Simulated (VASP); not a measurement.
A run of VASP 6.6.1 is set up as follows.

The input INCAR:

```
SYSTEM = NaH
ALGO = Normal
EDIFF = 1E-6
ENCUT = 520
GGA = PE
ISIF = 2
ISMEAR = 0
LASPH = .True.
LCHARG = .True.
LELF = .True.
LREAL = .False.
LVHAR = .True.
LWAVE = .False.
NBANDS = 16
NELM = 100
PREC = Accurate
SIGMA = 0.01
```

Contents of KPOINTS:

```
k-points
0
Gamma
  9 9 4
  0 0 0
```

File POSCAR:

```
NaH
1.0
    3.3449972017      0.0000000000      0.0000000000
   -1.6724986009      2.8968525523      0.0000000000
    0.0000000000      0.0000000000      5.8851742200
Na H
2 2
Direct
    0.0000000000      0.0000000000      0.0000000000
    0.0000000000      0.0000000000      0.5000000000
    0.3333333333      0.6666666667      0.2500000000
    0.6666666667      0.3333333333      0.7500000000
```

Potentials or basis: VASP PAW PBE potentials, release 64 (Na_pv, H).

Launch:

```bash
$ cat potpaw_PBE.64/Na_pv/POTCAR potpaw_PBE.64/H/POTCAR > POTCAR
$ mpirun -np 1 vasp_std > vasp.out
```

(1) Estimate the band gap on the k mesh.

(2) Estimate the pressure.

## Answers

(1) 3.37 eV (least direct gap 4.50 eV).

(2) 0.0 GPa.
